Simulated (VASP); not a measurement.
The system is Al5GaN6.

```
CELL_PARAMETERS angstrom
3.34195 0.00000 0.00000
-1.67098 2.89422 0.00000
0.00000 0.00000 16.37216
ATOMIC_POSITIONS crystal
Al 0.00000 0.00000 0.50000
Al 0.33333 0.66667 0.33333
Al 0.66667 0.33333 0.16667
Al 0.33333 0.66667 0.83333
Al 0.66667 0.33333 0.66667
Ga 0.00000 0.00000 0.00000
N 0.33333 0.66667 0.58333
N 0.66667 0.33333 0.41667
N 0.00000 0.00000 0.25000
N 0.33333 0.66667 0.08333
N 0.66667 0.33333 0.91667
N 0.00000 0.00000 0.75000
```

| Quantity | Value |
| --- | --- |
| Program | VASP 6.6.1 |
| Task | relaxation of cell and atoms |
| Functional | PBE |
| Potentials or basis | VASP PAW PBE potentials, release 64 (Al, Ga_d, N) |
| Cutoff | 600 eV |
| k mesh | 6 × 6 × 1 |
| Occupations | gaussian, width 0.1 eV |
| Spin | no spin polarisation |

At the start: pressure -42.0 GPa; volume 13.20 Å³/atom.

Problem. How do energy, volume and symmetry change on relaxing?

Solution. Over 11 steps the energy falls by 882.0 meV/atom and the volume is 8.63 Å³/atom (-34.6 %); space group P-3m1 (No. 164, to 0.1 Å) before and after.

The path:
| step | energy change (eV) | largest force (eV/Å) | pressure (GPa) | volume (Å³) |
| --- | --- | --- | --- | --- |
| 1 | 0.0000 | 0.6646 | -42.03 | 158.36 |
| 2 | -9.1384 | 1.0915 | 40.16 | 91.53 |
| 3 | -10.5092 | 0.9607 | -0.13 | 103.89 |
| 4 | -10.5045 | 0.9681 | 2.09 | 102.95 |
| 5 | -10.5568 | 0.3509 | 2.29 | 102.81 |
| 6 | -10.5572 | 0.3528 | 2.31 | 102.80 |
| 7 | -10.5698 | 0.2234 | -1.98 | 104.58 |
| 8 | -10.5728 | 0.2303 | -0.74 | 104.04 |
| 9 | -10.5799 | 0.0956 | -0.40 | 103.89 |
| 10 | -10.5819 | 0.1304 | -0.10 | 103.76 |
| 11 | -10.5840 | 0.0297 | 0.27 | 103.60 |

Final structure:
```
CELL_PARAMETERS angstrom
2.90064 0.00000 0.00000
-1.45032 2.51203 0.00000
0.00000 0.00000 14.21824
ATOMIC_POSITIONS crystal
Al 0.00000 0.00000 0.50000
Al 0.33333 0.66667 0.33508
Al 0.66667 0.33333 0.17009
Al 0.33333 0.66667 0.82991
Al 0.66667 0.33333 0.66492
Ga 0.00000 0.00000 0.00000
N 0.33333 0.66667 0.58245
N 0.66667 0.33333 0.41755
N 0.00000 0.00000 0.25258
N 0.33333 0.66667 0.08905
N 0.66667 0.33333 0.91095
N 0.00000 0.00000 0.74742
```

Caveat: the volume moved by over 15 % at a fixed basis, so the end points are rough.
